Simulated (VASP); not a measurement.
Input of a VASP 6.6.1 run:

INCAR

```
  ALGO = Normal
  EDIFF = 1E-6
  ENCUT = 520
  GGA = CA
  ISIF = 2
  ISMEAR = -1
  LASPH = T
  LCHARG = F
  LREAL = F
  LWAVE = F
  NBANDS = 16
  NELM = 100
  PREC = Accurate
  SIGMA = 0.05
```

Contents of KPOINTS:

```
k-points
0
Gamma
  8 8 5
```

Contents of POSCAR:

```
Ir
1.0
    2.7113810363      0.0000000000      0.0000000000
   -1.3556905181      2.3481248567      0.0000000000
    0.0000000000      0.0000000000      4.3777131028
Ir
2
Direct
    0.3333333333      0.6666666667      0.2500000000
    0.6666666667      0.3333333333      0.7500000000
```

Potentials or basis: VASP PAW LDA potentials, release 64 (Ir).

Run with:

```console
$ cat potpaw_LDA.64/Ir/POTCAR > POTCAR
$ mpirun -np 1 vasp_std > vasp.out
```

Q: Predict the band gap on the k mesh.

A: Zero (band 9 reaches 11.76 eV, above the bottom of band 10 at 8.42 eV).

Q: Predict the pressure.

A: 2.6 GPa.

Stress tensor (GPa, compression positive):
```
2.53 0.00 0.00
0.00 2.53 0.00
0.00 0.00 2.69
```

Caveat: spin-orbit coupling is left out, which moves the levels of the heavy elements.
